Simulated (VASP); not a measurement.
A run of VASP 6.6.1 is set up as follows.

The input INCAR:

```
PREC = Accurate ; ENCUT = 520
EDIFF = 1E-6 ; ISMEAR = 0
SIGMA = 0.05 ; LREAL = False
LASPH = True ; NELM = 100
ALGO = Normal ; ISIF = 2
LWAVE = False ; LCHARG = False
GGA = PS ; NBANDS = 11
```

KPOINTS

```
Automatic mesh
0
Gamma
  10 10 10
```

The input POSCAR:

```
AlN
1.0
    0.1689237597      2.1454108079      2.1454108079
    2.1454108079      0.1689237597      2.1454108079
    2.1454108079      2.1454108079      0.1689237597
Al N
1 1
Direct
    0.5000000000      0.5000000000      0.5000000000
    0.0000000000      0.0000000000      0.0000000000
```

Potentials or basis: VASP PAW PBE potentials, release 64 (Al, N).

Run with:

```bash
$ cat potpaw_PBE.64/Al/POTCAR potpaw_PBE.64/N/POTCAR > POTCAR
$ mpirun -np 1 vasp_std > vasp.out
```

Task: Estimate the band gap on the k mesh.

Result: 2.61 eV, indirect (least direct gap 3.43 eV).

Task: What does it give for the pressure?

Result: -10.9 GPa.

Stress tensor (GPa, compression positive):
```
-10.95 -26.08 -26.08
-26.08 -10.95 -26.08
-26.08 -26.08 -10.95
```

Caveat: the PAW data sets were made with another functional, which shifts forces and pressure a little. A k mesh can miss the band edges.
